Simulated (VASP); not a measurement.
# TiCo: single point with PBE

Crystal: TiCo.

```xyz
2
Lattice="2.9861 0.0000 0.0000 0.0000 2.9861 0.0000 0.0000 0.0000 2.9264" Properties=species:S:1:pos:R:3 pbc="T T T"
Ti    0.0000    0.0000    0.0000
Co    1.4931    1.4931    1.4632
```

This cell differs from its parent crystal: strain -0.0200 x Voigt [0, 0, 1, 0, 0, 0].

| Quantity | Value |
| --- | --- |
| Program | VASP 6.6.1 |
| Task | single point |
| Functional | PBE |
| Potentials or basis | VASP PAW PBE potentials, release 64 (Ti_sv, Co) |
| Cutoff | 520 eV |
| k mesh | 16 × 16 × 16 |
| Occupations | gaussian, width 0.15 eV |
| Spin | collinear spin, ferromagnetic start |
| Starting moments | [0.0, 0.6] μB |
| Dipole correction | no |
| Further INCAR settings | ALGO = Fast; EDIFF = 1e-06; NBANDS = 22 |

| Quantity | Value |
| --- | --- |
| Pressure | 2.7 GPa |
| Net moment | 0.82 μB per cell |
| Site moments | Ti -0.02; Co +0.89 μB |
| Valence electrons inside the program's atomic spheres | Ti 10.31; Co 8.32 |

Stress tensor (GPa, compression positive):
```
1.90 0.00 0.00
0.00 1.90 0.00
0.00 0.00 4.43
```

Levels at points of the mesh, in eV from the Fermi level:
Spin up:
| k point | band 8 | band 9 | band 10 | band 11 | band 12 | band 13 | band 14 | band 15 |
| --- | --- | --- | --- | --- | --- | --- | --- | --- |
| (0.00, 0.00, 0.00) | -1.94 | -1.85 | -1.85 | 0.44 | 0.57 | 2.72 | 2.75 | 2.75 |
| (0.50, 0.00, 0.00) | -2.01 | -1.94 | -1.49 | -0.77 | -0.61 | 0.62 | 0.81 | 2.31 |
| (0.50, 0.50, 0.00) | -2.67 | -1.50 | -0.82 | 0.56 | 0.56 | 1.01 | 2.54 | 2.54 |
| (0.00, 0.00, 0.50) | -2.02 | -2.02 | -1.54 | -0.68 | -0.41 | 0.58 | 0.58 | 2.24 |
| (0.50, 0.00, 0.50) | -2.81 | -1.45 | -0.69 | 0.71 | 0.74 | 1.20 | 2.47 | 2.53 |
| (0.50, 0.50, 0.50) | -2.17 | -2.17 | -2.07 | -1.46 | -1.40 | 3.22 | 3.32 | 7.10 |
Spin down:
```tsv
k point	band 7	band 8	band 9	band 10	band 11	band 12	band 13	band 14
(0.00, 0.00, 0.00)	-3.59	-1.43	-1.33	-1.33	0.97	1.11	2.83	2.84
(0.50, 0.00, 0.00)	-1.96	-1.46	-1.38	-0.90	-0.86	0.53	0.63	0.82
(0.50, 0.50, 0.00)	-2.26	-2.26	-0.07	0.20	0.54	0.54	1.17	2.72
(0.00, 0.00, 0.50)	-1.93	-1.47	-1.47	-0.94	-0.78	0.60	0.60	0.72
(0.50, 0.00, 0.50)	-2.40	-2.40	-0.03	0.34	0.67	0.73	1.35	2.66
(0.50, 0.50, 0.50)	-2.33	-2.16	-2.16	-2.07	-0.03	0.03	3.16	3.27
```

Wall time 2.9 min on 1 thread of Intel(R) Xeon(R) 6975P-C (Granite Rapids), on a shared host, peak memory 0.44 GiB.

Caveat: the cell differs from its parent crystal (strain -0.0200 x Voigt [0, 0, 1, 0, 0, 0]).
